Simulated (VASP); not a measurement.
# BeZn2S2O (P4/mmm) in VASP: further runs, part 3 of 3

VASP 6.6.1. The steps go on from the part before.

## (5) Relaxation of cell and atoms, PBE

Contents of INCAR:

```
PREC = Accurate ; ENCUT = 600
EDIFF = 1E-6 ; ISMEAR = 0
SIGMA = 0.1 ; LREAL = F
LASPH = T ; NELM = 60
ALGO = Normal ; ISIF = 3
LWAVE = F ; LCHARG = F
GGA = PE ; IBRION = 2
NSW = 90 ; EDIFFG = -0.04
```

Contents of KPOINTS:

```
Automatic mesh
0
Gamma
  4 4 4
```

Contents of POSCAR:

```
BeZn2S2O
1.0
    3.7812654700      0.0000000000      0.0000000000
    0.0000000000      3.7812654700      0.0000000000
    0.0000000000      0.0000000000      6.3011308300
Be Zn S O
1 2 2 1
Direct
    0.0000000000      0.0000000000      0.0000000000
    0.0000000000      0.5000000000      0.0000000000
    0.5000000000      0.0000000000      0.0000000000
    0.0000000000      0.0000000000      0.7202198700
    0.0000000000      0.0000000000      0.2797801300
    0.5000000000      0.5000000000      0.0000000000
```

Potentials or basis: VASP PAW PBE potentials, release 64 (Be, Zn, S, O).

The run is started by

```console
$ cat potpaw_PBE.64/Be/POTCAR potpaw_PBE.64/Zn/POTCAR potpaw_PBE.64/S/POTCAR potpaw_PBE.64/O/POTCAR > POTCAR
$ mpirun -np 1 vasp_std > vasp.out
```

OUTCAR:

```text
PREC = Accurate
   ENCUT = 600
   EDIFF = 1E-6
   ISMEAR = 0
   LREAL = F
   LASPH = T
   NELM = 60
   ISIF = 3
   GGA = PE
   IBRION = 2
   NSW = 90
   EDIFFG = -0.04

 ion  position               nearest neighbor table
   1  0.000  0.000  0.000-   4 1.76   5 1.76   2 1.89   3 1.89   2 1.89   3 1.89
   2  0.000  0.500  0.000-   1 1.89   6 1.89   1 1.89   6 1.89   5 2.59   4 2.59   5 2.59   4 2.59
                             3 2.67   3 2.67   3 2.67   3 2.67
   3  0.500  0.000  0.000-   1 1.89   6 1.89   6 1.89   1 1.89   5 2.59   4 2.59   4 2.59   5 2.59
                             2 2.67   2 2.67   2 2.67   2 2.67
   4  0.000  0.000  0.720-   1 1.76   2 2.59   3 2.59   2 2.59   3 2.59   5 2.78
   5  0.000  0.000  0.280-   1 1.76   2 2.59   3 2.59   2 2.59   3 2.59   4 2.78
   6  0.500  0.500  0.000-   2 1.89   3 1.89   3 1.89   2 1.89

  LATTYP: Found a simple tetragonal cell.
 ALAT       =     3.7812654700
 C/A-ratio  =     1.6664079473

  Lattice vectors:

 A1 = (   3.7812654700,   0.0000000000,   0.0000000000)
 A2 = (   0.0000000000,   3.7812654700,   0.0000000000)
 A3 = (   0.0000000000,   0.0000000000,   6.3011308300)

Analysis of symmetry for initial positions (statically):
=====================================================================
 Subroutine PRICEL returns:
 Original cell was already a primitive cell.

 Routine SETGRP: Setting up the symmetry group for a
 simple tetragonal supercell.

 Subroutine GETGRP returns: Found 16 space group operations
 (whereof 16 operations were pure point group operations)
 out of a pool of 16 trial point group operations.

The static configuration has the point symmetry D_4h.

Analysis of symmetry for dynamics (positions and initial velocities):
=====================================================================
 Subroutine PRICEL returns:
 Original cell was already a primitive cell.

 Routine SETGRP: Setting up the symmetry group for a
 simple tetragonal supercell.

 Subroutine GETGRP returns: Found 16 space group operations
 (whereof 16 operations were pure point group operations)
 out of a pool of 16 trial point group operations.

The dynamic configuration has the point symmetry D_4h.

[... 137 lines left out ...]

--------------------------------------- Ionic step        1  -------------------------------------------

 number of electron      44.0000050 magnetization

 Free energy of the ion-electron system (eV)
  ---------------------------------------------------
  ext. energy  EPLUGINS =         0.00000000
  ---------------------------------------------------
  free energy    TOTEN  =       -16.83758554 eV

  energy without entropy =      -16.83758554  energy(sigma->0) =      -16.83758554

------------------------ aborting loop because EDIFF is reached ----------------------------------------

  FORCE on cell =-STRESS in cart. coord.  units (eV):
  Direction    XX          YY          ZZ          XY          YZ          ZX
  --------------------------------------------------------------------------------------
  -------------------------------------------------------------------------------------
  Total       26.5256428     26.5256428     11.4291632      0.0000000      0.0000000      0.0000000
  in kB      471.7193220    471.7193220    203.2507618      0.0000000      0.0000000      0.0000000
  external PRESSURE =     382.2298019 kB  Pullay stress =       0.0000000 kB
[... 101 lines left out ...]
  FREE ENERGIE OF THE ION-ELECTRON SYSTEM (eV)
  ---------------------------------------------------
  free  energy   TOTEN  =       -20.1581097874 eV

  energy  without entropy=      -20.1581097874  energy(sigma->0) =      -20.15810979

 E-fermi :   0.0061     XC(G=0):  -7.8966

 val. band max:       -0.4929279372   @ k =   0.5000   0.0000   0.0000
 cond. band min:       0.8483845419   @ k =   0.0000   0.0000   0.0000
 fundamental gap:      1.3413124791
 Fermi energy:         0.0061215666

 k-point     1 :       0.0000    0.0000    0.0000
  band No.  band energies     occupation
      1     -16.7241      2.00000
      2     -12.5469      2.00000
      3     -12.0202      2.00000
      4      -7.3210      2.00000
      5      -6.8423      2.00000
      6      -6.7342      2.00000
[... 511 lines left out ...]
     25       4.6613      0.00000
     26       4.8695      0.00000

[... ionic steps 4 to 17 ...]

--------------------------------------- Ionic step       18  -------------------------------------------

 number of electron      44.0000018 magnetization

------------------------ aborting loop because EDIFF is reached ----------------------------------------
[... 75 lines left out ...]
--------------------------------------- Ionic step       20  -------------------------------------------

 number of electron      44.0000018 magnetization

 Free energy of the ion-electron system (eV)
  ---------------------------------------------------
  ext. energy  EPLUGINS =         0.00000000
  ---------------------------------------------------
  free energy    TOTEN  =       -20.51195714 eV

  energy without entropy =      -20.51195714  energy(sigma->0) =      -20.51195714

 E-fermi :  -0.4005     XC(G=0):  -7.6143

 val. band max:       -0.8416113780   @ k =   0.5000   0.0000   0.0000
 cond. band min:       0.6359006879   @ k =   0.0000   0.0000   0.0000
 fundamental gap:      1.4775120659
 Fermi energy:        -0.4004752695

 k-point     1 :       0.0000    0.0000    0.0000
  band No.  band energies     occupation
      1     -17.0914      2.00000
      2     -12.8116      2.00000
      3     -12.3744      2.00000
      4      -7.6273      2.00000
      5      -7.1791      2.00000
      6      -7.0624      2.00000
[... 544 lines left out ...]
  FREE ENERGIE OF THE ION-ELECTRON SYSTEM (eV)
  ---------------------------------------------------
  free  energy   TOTEN  =       -20.5119571420 eV

  energy  without entropy=      -20.5119571420  energy(sigma->0) =      -20.51195714

 reached required accuracy - stopping structural energy minimisation
```

OSZICAR:

```text
N       E                     dE             d eps       ncg     rms          rms(c)
DAV:   1     0.406135429515E+03    0.40614E+03   -0.23731E+04   936   0.225E+03
DAV:   2     0.271921090540E+02   -0.37894E+03   -0.37111E+03  1052   0.474E+02
DAV:   3    -0.193555665408E+02   -0.46548E+02   -0.45783E+02  1106   0.166E+02
DAV:   4    -0.208995354231E+02   -0.15440E+01   -0.15375E+01  1090   0.302E+01
[... 234 lines left out ...]
DAV:   4    -0.205120384326E+02    0.58634E-03   -0.14838E-03   978   0.272E-01    0.756E-02
DAV:   5    -0.205119642607E+02    0.74172E-04   -0.19105E-04  1214   0.129E-01    0.331E-02
DAV:   6    -0.205119599046E+02    0.43561E-05   -0.51138E-05  1058   0.552E-02    0.195E-02
DAV:   7    -0.205119575932E+02    0.23113E-05   -0.86072E-06  1098   0.269E-02    0.362E-03
DAV:   8    -0.205119571420E+02    0.45121E-06   -0.25298E-06   764   0.141E-02
  20 F= -.20511957E+02 E0= -.20511957E+02  d E =-.123056E-02
```

CONTCAR:

```text
BeZn2S2O
   1.00000000000000
     4.3363634229545642    0.0000000000000000    0.0000000000000000
     0.0000000000000000    4.3363634229545642   -0.0000000000000000
    -0.0000000000000000    0.0000000000000000    7.4094457796833817
  Be              Zn              S               O
     1     2     2     1
Direct
     0.0000000000000000    0.0000000000000000    0.0000000000000000
     0.0000000000000000    0.5000000000000000    0.0000000000000000
     0.5000000000000000    0.0000000000000000    0.0000000000000000
     0.0000000000000000    0.0000000000000000    0.7546475382179696
     0.0000000000000000    0.0000000000000000    0.2453524617820306
     0.5000000000000000    0.5000000000000000    0.0000000000000000

  0.00000000E+00  0.00000000E+00  0.00000000E+00
  0.00000000E+00  0.00000000E+00  0.00000000E+00
  0.00000000E+00  0.00000000E+00  0.00000000E+00
  0.00000000E+00  0.00000000E+00  0.00000000E+00
  0.00000000E+00  0.00000000E+00  0.00000000E+00
  0.00000000E+00  0.00000000E+00  0.00000000E+00
```

Run time: 5.6 min. Hardware: 1 thread of Intel Xeon 6975P-C (Granite Rapids), shared host; peak memory 0.24 GiB.

What came out:

```yaml
Free_energy: -20.5120 eV
Relaxed_volume: 23.22 Å³/atom
Relaxed_cell: a = 4.336 Å, b = 4.336 Å, c = 7.409 Å, α = 90.00°, β = 90.00°, γ = 90.00°
Space_group_after_relaxing_to_0.1_Å: P4/mmm (No. 123)
Energy_gained_by_relaxing: 612.4 meV/atom
Ionic_steps: 20
Pressure_after_relaxing: 0.1 GPa
Band_gap_on_the_k_mesh: 1.48 eV (least direct gap 1.76 eV)
```

The path:
```tsv
step	energy change (eV)	largest force (eV/Å)	pressure (GPa)	volume (Å³)
1	0.0000	1.0939	38.22	90.09
2	-2.7530	2.8422	-7.08	144.81
3	-3.3205	2.0279	0.26	122.54
4	-3.3215	2.1051	-0.50	124.06
5	-3.4632	0.5524	1.67	125.81
6	-3.5021	0.4240	0.80	125.29
7	-3.5629	0.2776	0.61	127.17
8	-3.6482	0.0468	0.37	132.15
9	-3.6484	0.7302	1.05	141.99
10	-3.5735	1.1510	-1.91	149.21
11	-3.6643	0.1037	0.06	144.10
12	-3.6644	0.1264	0.10	144.02
13	-3.6663	0.1121	-0.01	143.90
14	-3.6688	0.0759	-0.31	143.55
15	-3.6702	0.0403	-0.30	143.03
16	-3.6728	0.0618	-0.23	141.46
17	-3.6702	0.2527	0.00	138.34
18	-3.6731	0.1075	-0.12	140.64
19	-3.6740	0.0517	-0.02	139.95
20	-3.6744	0.0015	0.11	139.33
```

Final structure:
```yaml
crystal:
  lattice:
    - [4.33636, 0.00000, 0.00000]
    - [0.00000, 4.33636, 0.00000]
    - [0.00000, 0.00000, 7.40945]
  atoms:
    - { symbol: Be, position: [0.00000, 0.00000, 0.00000] }
    - { symbol: Zn, position: [0.00000, 0.50000, 0.00000] }
    - { symbol: Zn, position: [0.50000, 0.00000, 0.00000] }
    - { symbol: S, position: [0.00000, 0.00000, 0.75465] }
    - { symbol: S, position: [0.00000, 0.00000, 0.24535] }
    - { symbol: O, position: [0.50000, 0.50000, 0.00000] }
```

Caveat: the volume moved by over 15 % at a fixed basis, so the end points are rough. A k mesh can miss the band edges.

## (6) Relaxation of cell and atoms, PBE

This run uses another cell than the first one, of 23.52 Å³/atom.

Contents of INCAR:

```
SYSTEM = BeZn2S2O
ALGO     = Normal         ! electronic algorithm
EDIFF    = 1E-7           ! SCF threshold, eV
EDIFFG   = -0.01          ! ionic threshold
ENCUT    = 600            ! plane-wave cutoff, eV
GGA      = PE             ! functional
IBRION   = 2              ! ionic algorithm
ISIF     = 3              ! what is computed and relaxed
ISMEAR   = 0              ! smearing method
LASPH    = .TRUE.         ! aspherical terms in the spheres
LCHARG   = .FALSE.        ! write CHGCAR
LREAL    = .FALSE.        ! projectors in reciprocal space
LWAVE    = .FALSE.        ! write WAVECAR
NELM     = 100            ! most SCF steps
NSW      = 100            ! ionic steps
PREC     = Accurate       ! precision mode
SIGMA    = 0.02           ! smearing width, eV
```

Contents of KPOINTS:

```
k-points
0
G
  6 6 4
  0 0 0
```

Contents of POSCAR:

```
BeZn2S2O
1.0
    4.3469691282      0.0000000000      0.0000000000
    0.0000000000      4.3469691282      0.0000000000
    0.0000000000      0.0000000000      7.4692981397
Be Zn S O
1 2 2 1
Direct
    0.0000000000      0.0000000000      0.0000000000
    0.0000000000      0.5000000000      0.0000000000
    0.5000000000      0.0000000000      0.0000000000
    0.0000000000      0.0000000000      0.7564832813
    0.0000000000      0.0000000000      0.2435167187
    0.5000000000      0.5000000000      0.0000000000
```

Potentials or basis: VASP PAW PBE potentials, release 64 (Be, Zn, S, O).

The run is started by

```console
$ cat potpaw_PBE.64/Be/POTCAR potpaw_PBE.64/Zn/POTCAR potpaw_PBE.64/S/POTCAR potpaw_PBE.64/O/POTCAR > POTCAR
$ mpirun -np 1 vasp_std > vasp.out
```

Run time: 7.4 min. Hardware: 1 thread of Intel Xeon 6975P-C (Granite Rapids), shared host; peak memory 0.36 GiB.

It converged, with:

```
Free energy                           : -20.5546 eV
Relaxed volume                        : 24.12 Å³/atom
Relaxed cell                          : a = 4.351 Å, b = 4.351 Å, c = 7.644 Å, α = 90.00°, β = 90.00°, γ = 90.00°
Space group after relaxing (to 0.1 Å) : P4/mmm (No. 123)
Energy gained by relaxing             : 0.3 meV/atom
Ionic steps                           : 13
Pressure after relaxing               : 0.0 GPa
Largest force after relaxing          : 0.005 eV/Å
Band gap on the k mesh                : 1.48 eV (least direct gap 1.79 eV)
```

Forces on the atoms (eV/Å):
```
Be   0.000  0.000  0.000
Zn   0.000  0.000  0.000
Zn   0.000  0.000  0.000
S    0.000  0.000 -0.005
S    0.000  0.000  0.005
O    0.000  0.000  0.000
```

Stress tensor (GPa, compression positive):
```
-0.05  0.00  0.00
 0.00 -0.05  0.00
 0.00  0.00  0.04
```

Step by step:
```tsv
step	energy change (eV)	largest force (eV/Å)	pressure (GPa)	volume (Å³)
1	0.0000	0.0168	0.07	141.14
2	-0.0001	0.0241	0.02	141.36
3	-0.0001	0.0330	-0.04	141.63
4	-0.0002	0.0240	-0.04	141.69
5	-0.0003	0.0021	-0.01	141.88
6	-0.0004	0.0552	0.04	142.26
7	-0.0004	0.0558	0.03	142.29
8	-0.0005	0.0557	0.03	142.36
9	-0.0006	0.0559	0.03	142.52
10	-0.0008	0.0566	0.04	142.83
11	-0.0011	0.0590	0.03	143.44
12	-0.0015	0.0667	0.04	144.68
13	-0.0017	0.0048	-0.02	144.69
```

Final structure:
```cif
data_structure
_symmetry_space_group_name_H-M 'P 1'
_symmetry_Int_Tables_number 1
_cell_length_a 4.3507
_cell_length_b 4.3507
_cell_length_c 7.6442
_cell_angle_alpha 90.000
_cell_angle_beta 90.000
_cell_angle_gamma 90.000
_cell_volume 144.69
loop_
_atom_site_label
_atom_site_type_symbol
_atom_site_fract_x
_atom_site_fract_y
_atom_site_fract_z
_atom_site_occupancy
Be1 Be 0.00000 0.00000 0.00000 1
Zn1 Zn 0.00000 0.50000 0.00000 1
Zn2 Zn 0.50000 0.00000 0.00000 1
S1 S 0.00000 0.00000 0.76212 1
S2 S 0.00000 0.00000 0.23788 1
O1 O 0.50000 0.50000 0.00000 1
```

Levels at points of the mesh, in eV from the valence-band top:
```csv
k point,band 18,band 19,band 20,band 21,band 22,band 23,band 24,band 25,band 26
"(0.00, 0.00, 0.00)",-1.06,-1.06,-0.84,-0.31,-0.31,1.48,1.63,3.75,3.75
"(0.50, 0.00, 0.00)",-2.05,-1.96,-1.47,-0.25,0.00,2.00,3.60,3.94,5.57
"(0.50, 0.50, 0.00)",-1.59,-1.59,-0.41,-0.24,-0.24,3.50,3.50,4.44,5.04
"(0.00, 0.00, 0.50)",-1.04,-1.04,-0.86,-0.37,-0.37,1.64,1.87,3.87,3.87
"(0.50, 0.00, 0.50)",-2.11,-2.03,-1.28,-0.30,-0.03,2.24,3.71,4.12,5.45
"(0.50, 0.50, 0.50)",-1.66,-1.66,-0.41,-0.18,-0.18,3.68,3.68,5.03,5.14
```

## (7) The runs side by side

| task | cell | k mesh | cutoff (eV) | smearing | gap on the mesh (eV) | pressure (GPa) | relaxed volume (Å³/atom) | largest force (eV/Å) |
| --- | --- | --- | --- | --- | --- | --- | --- | --- |
| single point | a = 3.781, b = 3.781, c = 6.301 Å, 6 atoms, atomic positions A | 4 × 4 × 4 | 520 | gaussian 0.1 eV | 1.26 | 38.3 | - | 1.10 |
| single point | a = 4.347, b = 4.347, c = 7.469 Å, 6 atoms, atomic positions B | 4 × 4 × 4 | 520 | gaussian 0.1 eV | 1.46 | 0.1 | - | 0.02 |
| single point | a = 4.345, b = 4.345, c = 7.760 Å, 6 atoms, atomic positions C | 6 × 6 × 4 | 520 | gaussian 0.02 eV | 1.51 | 0.1 | - | 0.02 |
| relaxation of cell and atoms | relaxed from a = 3.781, b = 3.781, c = 6.301 Å, 6 atoms, atomic positions A | 4 × 4 × 4 | 600 | gaussian 0.1 eV | 1.48 | 0.1 | 23.22 | - |
| relaxation of cell and atoms | relaxed from a = 4.347, b = 4.347, c = 7.469 Å, 6 atoms, atomic positions B | 6 × 6 × 4 | 600 | gaussian 0.02 eV | 1.48 | 0.0 | 24.12 | - |

Alike in all rows: level PBE; potentials or basis VASP PAW PBE potentials, release 64 (Be, Zn, S, O); no spin polarisation.

Caveats: the stress differs along the axes, from 20 to 47 GPa (at least some runs); forces of over 1 eV/Å act on the atoms, so gaps and moduli don't describe the material at rest (at least some runs); the volume moved by over 15 % at a fixed basis, so the end points are rough (at least some runs).

Total energies depend on the potentials used, so only differences within one code and one set of settings carry meaning.
